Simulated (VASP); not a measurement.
# Li2S (Fm-3m) in VASP: notebook

Runs on Li2S. Level: r2SCAN. Tasks: single point.

All numbers are computed with VASP 6.6.1; they aren't measurements. Logs are shortened: lines on timing, memory, paths and dates and some standing lists are left out, and cuts for length are marked.

## (1) The cell of the first run

Symmetry: Fm-3m, No. 225, cubic system. The conventional cell has a = 5.747 Å, b = 5.747 Å, c = 5.747 Å, α = 90.00°, β = 90.00°, γ = 90.00°. Li (site symmetry -43m) has 4 S at 2.49 Å and 6 Li at 2.87 Å within 3.3 Å. Within 3.3 Å of S (site symmetry m-3m) lie 8 Li at 2.49 Å.

## (2) Single point, r2SCAN (volume changed by +3%)

Contents of POSCAR:

```
Li2S
1.0
    0.0000000000      2.8734674883      2.8734674883
    2.8734674883      0.0000000000      2.8734674883
    2.8734674883      2.8734674883      0.0000000000
Li S
2 1
Direct
    0.2500000000      0.2500000000      0.2500000000
    0.7500000000      0.7500000000      0.7500000000
    0.0000000000      0.0000000000      0.0000000000
```

Contents of INCAR.step1:

```
PREC = Accurate
ENCUT = 830
ISMEAR = 0
SIGMA = 0.01
LREAL = False
LASPH = True
NELM = 120
NBANDS = 13
GGA = PE
ALGO = Normal
EDIFF = 1E-5
LWAVE = True
LCHARG = False
GGA_COMPAT = False
```

Contents of INCAR.step2:

```
PREC = Accurate
ENCUT = 830
EDIFF = 1E-6
ISMEAR = 0
SIGMA = 0.01
LREAL = False
LASPH = True
NELM = 120
ALGO = Normal
ISIF = 2
LWAVE = False
LCHARG = False
METAGGA = R2SCAN
LMIXTAU = True
NBANDS = 13
ISTART = 1
GGA_COMPAT = False
```

Contents of KPOINTS:

```
Automatic mesh
0
Gamma
  6 6 6
```

Potentials or basis: VASP PAW PBE potentials, release 64 (Li_sv, S).

On the command line:

```sh
cat potpaw_PBE.64/Li_sv/POTCAR potpaw_PBE.64/S/POTCAR > POTCAR
cp INCAR.step1 INCAR
mpirun -np 1 vasp_std > vasp.out
cp INCAR.step2 INCAR
mpirun -np 1 vasp_std > vasp.out
```

OUTCAR:

```text
PREC = Accurate
   ENCUT = 830
   EDIFF = 1E-6
   ISMEAR = 0
   LREAL = False
   LASPH = True
   NELM = 120
   ISIF = 2
   METAGGA = R2SCAN
   ISTART = 1

 ion  position               nearest neighbor table
   1  0.250  0.250  0.250-   3 2.49   3 2.49   3 2.49   3 2.49
   2  0.750  0.750  0.750-   3 2.49   3 2.49   3 2.49   3 2.49
   3  0.000  0.000  0.000-   2 2.49   2 2.49   2 2.49   1 2.49   1 2.49   1 2.49   2 2.49   1 2.49

  LATTYP: Found a face centered cubic cell.
 ALAT       =     5.7469349766

  Lattice vectors:

 A1 = (   0.0000000000,   2.8734674883,   2.8734674883)
 A2 = (   2.8734674883,   0.0000000000,   2.8734674883)
 A3 = (   2.8734674883,   2.8734674883,   0.0000000000)

Analysis of symmetry for initial positions (statically):
=====================================================================
 Subroutine PRICEL returns:
 Original cell was already a primitive cell.

 Routine SETGRP: Setting up the symmetry group for a
 face centered cubic supercell.

 Subroutine GETGRP returns: Found 48 space group operations
 (whereof 48 operations were pure point group operations)
 out of a pool of 48 trial point group operations.

The static configuration has the point symmetry O_h .

Analysis of symmetry for dynamics (positions and initial velocities):
=====================================================================
 Subroutine PRICEL returns:
 Original cell was already a primitive cell.

 Routine SETGRP: Setting up the symmetry group for a
 face centered cubic supercell.

 Subroutine GETGRP returns: Found 48 space group operations
 (whereof 48 operations were pure point group operations)
 out of a pool of 48 trial point group operations.

The dynamic configuration has the point symmetry O_h .

 Subroutine INISYM returns: Found 48 space group operations
 (whereof 48 operations are pure point group operations),
 and found     1 'primitive' translations

----------------------------------------------------------------------------------------

                                     Primitive cell

  volume of cell :      47.4514

  direct lattice vectors                    reciprocal lattice vectors
     0.000000000  2.873467488  2.873467488    -0.174005797  0.174005797  0.174005797
     2.873467488  0.000000000  2.873467488     0.174005797 -0.174005797  0.174005797
     2.873467488  2.873467488  0.000000000     0.174005797  0.174005797 -0.174005797

  length of vectors
     4.063696693  4.063696693  4.063696693     0.301386881  0.301386881  0.301386881

  position of ions in fractional coordinates (direct lattice)
     0.250000000  0.250000000  0.250000000
[... 84 lines left out ...]
   EMIN   =  10.00;   EMAX   =-10.00  energy-range for DOS
   EFERMI =   0.00;   METHOD = LEGACY
   ISMEAR =     0;   SIGMA  =   0.01  broadening in eV -4-tet -1-fermi 0-gaus
   EFERMI_NEDOS =   21; number of points for ismear=-14 and -15
   IALGO  =     38    algorithm
   IMIX   =      4    mixing-type and parameters
     AMIX     =   0.40;   BMIX     =  1.00
     AMIX_MAG =   1.60;   BMIX_MAG =  1.00
  volume/ion in A,a.u.               =      15.82       106.74
  Fermi-wavevector in a.u.,A,eV,Ry     =   1.035267  1.956371 14.582417  1.071777
  Thomas-Fermi vector in A             =   2.169602
   LORBIT       =      0    0 simple, 1 ext, 2 COOP (PROOUT), +10 PAW based schemes
   METAGGA = R2SCAN    functional components
   LHFCALC =     F    Hartree Fock is set to
   AEXX    =    0.0000 exact exchange contribution
   IVDW    =     0    specifies the selected vdW correction
   LEPSILON=     F    determine dielectric tensor
   LRPA    =     F    only Hartree local field effects (RPA)
 non-spin polarized calculation
 Gauss-broadening in eV      SIGMA  =   0.01
  energy-cutoff  :      830.00
  volume of cell :       47.45
 maximum number of plane-waves:      2637
 NGX is ok and might be reduce to    40
   NGX = 19   NGY = 19   NGZ = 19

 number of electron      12.0000000 magnetization

 Free energy of the ion-electron system (eV)
  ---------------------------------------------------
  ext. energy  EPLUGINS =         0.00000000
  ---------------------------------------------------
  free energy    TOTEN  =       -17.37716595 eV

  energy without entropy =      -17.37716595  energy(sigma->0) =      -17.37716595

 E-fermi :   1.2275     XC(G=0):  -8.8062

 val. band max:        1.0343454869   @ k =   0.0000   0.0000   0.0000
 cond. band min:       4.9065884781   @ k =   0.5000   0.5000   0.0000
 fundamental gap:      3.8722429913
 Fermi energy:         1.2275311905

 k-point     1 :       0.0000    0.0000    0.0000
  band No.  band energies     occupation
      1     -44.6235      2.00000
      2     -44.5865      2.00000
      3     -10.3744      2.00000
      4       1.0343      2.00000
      5       1.0343      2.00000
      6       1.0343      2.00000
      7       5.9244      0.00000
      8       7.9272      0.00000
      9       7.9272      0.00000
     10       7.9272      0.00000
     11      12.7216      0.00000
     12      12.7216      0.00000
     13      14.3144      0.00000
[... 226 lines left out ...]
  band No.  band energies     occupation
      1     -44.6070      2.00000
      2     -44.6009      2.00000
      3      -9.8248      2.00000
      4      -0.9030      2.00000
      5      -0.5835      2.00000
      6      -0.5471      2.00000
      7       6.1777      0.00000
      8       9.6992      0.00000
      9      10.0574      0.00000
     10      11.8628      0.00000
     11      13.3786      0.00000
     12      14.3392      0.00000
     13      14.3953      0.00000

------------------------ aborting loop because EDIFF is reached ----------------------------------------

  FORCE on cell =-STRESS in cart. coord.  units (eV):
  Direction    XX          YY          ZZ          XY          YZ          ZX
  --------------------------------------------------------------------------------------
  -------------------------------------------------------------------------------------
  Total       -0.4138423     -0.4138423     -0.4138423      0.0000000      0.0000000      0.0000000
  in kB      -13.9732230    -13.9732230    -13.9732230      0.0000000      0.0000000      0.0000000
  external PRESSURE =     -13.9732230 kB  Pullay stress =       0.0000000 kB

 VOLUME and BASIS-vectors are now :
 -----------------------------------------------------------------------------
  energy-cutoff  :      830.00
  volume of cell :       47.45
      direct lattice vectors                 reciprocal lattice vectors
     0.000000000  2.873467488  2.873467488    -0.174005797  0.174005797  0.174005797
     2.873467488  0.000000000  2.873467488     0.174005797 -0.174005797  0.174005797
     2.873467488  2.873467488  0.000000000     0.174005797  0.174005797 -0.174005797

 POSITION                                       TOTAL-FORCE (eV/Angst)
 -----------------------------------------------------------------------------------
      1.43673      1.43673      1.43673         0.000000      0.000000     -0.000000
      4.31020      4.31020      4.31020        -0.000000     -0.000000      0.000000
      0.00000      0.00000      0.00000         0.000000     -0.000000      0.000000
 -----------------------------------------------------------------------------------
    total drift:                                0.000000     -0.000000      0.000000

  FREE ENERGIE OF THE ION-ELECTRON SYSTEM (eV)
  ---------------------------------------------------
  free  energy   TOTEN  =       -17.3771659488 eV

  energy  without entropy=      -17.3771659488  energy(sigma->0) =      -17.37716595
```

OUTCAR.step1:

```text
PREC = Accurate
   ENCUT = 830
   ISMEAR = 0
   LREAL = False
   LASPH = True
[... 470 lines left out ...]
      1.43673      1.43673      1.43673        -0.000000     -0.000000      0.000000
      4.31020      4.31020      4.31020         0.000000      0.000000     -0.000000
      0.00000      0.00000      0.00000        -0.000000      0.000000      0.000000
 -----------------------------------------------------------------------------------
    total drift:                                0.000000     -0.000000      0.000000

  FREE ENERGIE OF THE ION-ELECTRON SYSTEM (eV)
  ---------------------------------------------------
  free  energy   TOTEN  =       -11.9918809677 eV

  energy  without entropy=      -11.9918809677  energy(sigma->0) =      -11.99188097
```

Run time: 98 s. Hardware: 1 thread of Intel Xeon Platinum 8488C (Sapphire Rapids), shared host; peak memory 0.25 GiB.

Results:

```yaml
Free_energy: -17.3772 eV
Pressure: -1.4 GPa
Band_gap_on_the_k_mesh: 3.87 eV, indirect (least direct gap 4.89 eV)
```

Levels at points of the mesh, in eV from the valence-band top:
```tsv
k point	band 2	band 3	band 4	band 5	band 6	band 7	band 8	band 9	band 10	band 11
(0.00, 0.00, 0.00)	-45.62	-11.41	0.00	0.00	0.00	4.89	6.89	6.89	6.89	11.69
(0.50, 0.00, 0.00)	-45.64	-10.99	-2.79	-0.49	-0.49	6.83	7.18	7.18	8.98	13.62
(0.50, 0.50, 0.00)	-45.63	-10.87	-2.10	-1.38	-1.38	3.87	7.81	11.94	11.94	13.03
```

Caveat: the cell differs from its parent crystal (volume changed by +3%); the PAW data sets were made with another functional, which shifts forces and pressure a little. A k mesh can miss the band edges.

## (3) Single point, r2SCAN (volume changed by +6%)

Contents of POSCAR:

```
Li2S
1.0
    0.0000000000      2.9010986784      2.9010986784
    2.9010986784      0.0000000000      2.9010986784
    2.9010986784      2.9010986784      0.0000000000
Li S
2 1
Direct
    0.2500000000      0.2500000000      0.2500000000
    0.7500000000      0.7500000000      0.7500000000
    0.0000000000      0.0000000000      0.0000000000
```

Contents of INCAR.step1:

```
ALGO = Normal ; EDIFF = 1E-5
ENCUT = 830 ; GGA = PE
GGA_COMPAT = False ; ISMEAR = 0
LASPH = True ; LCHARG = False
LREAL = False ; LWAVE = True
NBANDS = 13 ; NELM = 120
PREC = Accurate ; SIGMA = 0.01
```

Contents of INCAR.step2:

```
ALGO = Normal ; EDIFF = 1E-6
ENCUT = 830 ; GGA_COMPAT = False
ISIF = 2 ; ISMEAR = 0
ISTART = 1 ; LASPH = True
LCHARG = False ; LMIXTAU = True
LREAL = False ; LWAVE = False
METAGGA = R2SCAN ; NBANDS = 13
NELM = 120 ; PREC = Accurate
SIGMA = 0.01
```

Contents of KPOINTS:

```
k-points
0
Gamma
  6 6 6
```

Potentials or basis: VASP PAW PBE potentials, release 64 (Li_sv, S).

On the command line:

```sh
cat potpaw_PBE.64/Li_sv/POTCAR potpaw_PBE.64/S/POTCAR > POTCAR
cp INCAR.step1 INCAR
mpirun -np 1 vasp_std > vasp.out
cp INCAR.step2 INCAR
mpirun -np 1 vasp_std > vasp.out
```

Wall time 1.8 min (1 thread of Intel Xeon Platinum 8488C (Sapphire Rapids), shared host); peak memory 0.25 GiB.

The run converged. Its results:

| Property | Result |
| --- | --- |
| Free energy | -17.3607 eV |
| Pressure | -2.4 GPa |
| Band gap on the k mesh | 3.88 eV, indirect (least direct gap 4.74 eV) |

Levels at points of the mesh, in eV from the valence-band top:
| k point | band 2 | band 3 | band 4 | band 5 | band 6 | band 7 | band 8 | band 9 | band 10 | band 11 |
| --- | --- | --- | --- | --- | --- | --- | --- | --- | --- | --- |
| (0.00, 0.00, 0.00) | -45.68 | -11.34 | 0.00 | 0.00 | 0.00 | 4.74 | 6.87 | 6.87 | 6.87 | 11.61 |
| (0.50, 0.00, 0.00) | -45.70 | -10.94 | -2.70 | -0.47 | -0.47 | 6.69 | 7.16 | 7.16 | 8.82 | 13.50 |
| (0.50, 0.50, 0.00) | -45.69 | -10.82 | -2.04 | -1.32 | -1.32 | 3.88 | 7.73 | 11.72 | 11.72 | 12.71 |

Caveat: the cell differs from its parent crystal (volume changed by +6%); the PAW data sets were made with another functional, which shifts forces and pressure a little. A k mesh can miss the band edges.

## (4) Single point, r2SCAN

This run uses another cell than the first one, of 15.36 Å³/atom, 0.971 times its volume.

Contents of POSCAR:

```
Li2S
1.0
    0.0000000000      2.8452944241      2.8452944241
    2.8452944241      0.0000000000      2.8452944241
    2.8452944241      2.8452944241      0.0000000000
Li S
2 1
Direct
    0.2500000000      0.2500000000      0.2500000000
    0.7500000000      0.7500000000      0.7500000000
    0.0000000000      0.0000000000      0.0000000000
```

Contents of INCAR.step1:

```
  PREC = Accurate
  ENCUT = 830
  ISMEAR = 0
  SIGMA = 0.01
  LREAL = False
  LASPH = True
  NELM = 120
  NBANDS = 13
  GGA = PE
  ALGO = Normal
  EDIFF = 1E-5
  LWAVE = True
  LCHARG = False
  GGA_COMPAT = False
```

Contents of INCAR.step2:

```
  PREC = Accurate
  ENCUT = 830
  EDIFF = 1E-6
  ISMEAR = 0
  SIGMA = 0.01
  LREAL = False
  LASPH = True
  NELM = 120
  ALGO = Normal
  ISIF = 2
  LWAVE = False
  LCHARG = False
  METAGGA = R2SCAN
  LMIXTAU = True
  NBANDS = 13
  ISTART = 1
  GGA_COMPAT = False
```

Contents of KPOINTS:

```
Automatic mesh
0
Gamma
  8 8 8
```

On the command line:

```sh
cat potpaw_PBE.64/Li_sv/POTCAR potpaw_PBE.64/S/POTCAR > POTCAR
cp INCAR.step1 INCAR
mpirun -np 1 vasp_std > vasp.out
cp INCAR.step2 INCAR
mpirun -np 1 vasp_std > vasp.out
```

It took 2.8 min on 1 thread of Intel Xeon Platinum 8488C (Sapphire Rapids), shared host; peak memory 0.25 GiB.

The run converged. Its results:

```yaml
Free_energy: -17.3840 eV
Pressure: -0.2 GPa
Band_gap_on_the_k_mesh: 3.86 eV, indirect (least direct gap 5.05 eV)
```

Levels at points of the mesh, in eV from the valence-band top:
```csv
k point,band 2,band 3,band 4,band 5,band 6,band 7,band 8,band 9,band 10,band 11
"(0.00, 0.00, 0.00)",-45.56,-11.49,0.00,0.00,0.00,5.05,6.91,6.91,6.91,11.76
"(0.50, 0.00, 0.00)",-45.58,-11.05,-2.89,-0.51,-0.51,6.98,7.19,7.19,9.13,13.73
"(0.50, 0.50, 0.00)",-45.57,-10.92,-2.16,-1.44,-1.44,3.86,7.90,12.16,12.16,13.36
```

Caveat: the PAW data sets were made with another functional, which shifts forces and pressure a little. A k mesh can miss the band edges.

## (5) The runs side by side

```csv
cell,k mesh,gap on the mesh (eV),pressure (GPa)
"a = 4.064 Å, angles 60.0°, 3 atoms",6 × 6 × 6,3.87,-1.4
"a = 4.103 Å, angles 60.0°, 3 atoms",6 × 6 × 6,3.88,-2.4
"a = 4.024 Å, angles 60.0°, 3 atoms",8 × 8 × 8,3.86,-0.2
```

Alike in all rows: task single point; level r2SCAN; potentials or basis VASP PAW PBE potentials, release 64 (Li_sv, S); no spin polarisation; cutoff (eV) 830; smearing gaussian 0.01 eV.

Caveats: the PAW data sets were made with another functional, which shifts forces and pressure a little.

Absolute energies hang on the potentials; compare differences alone.
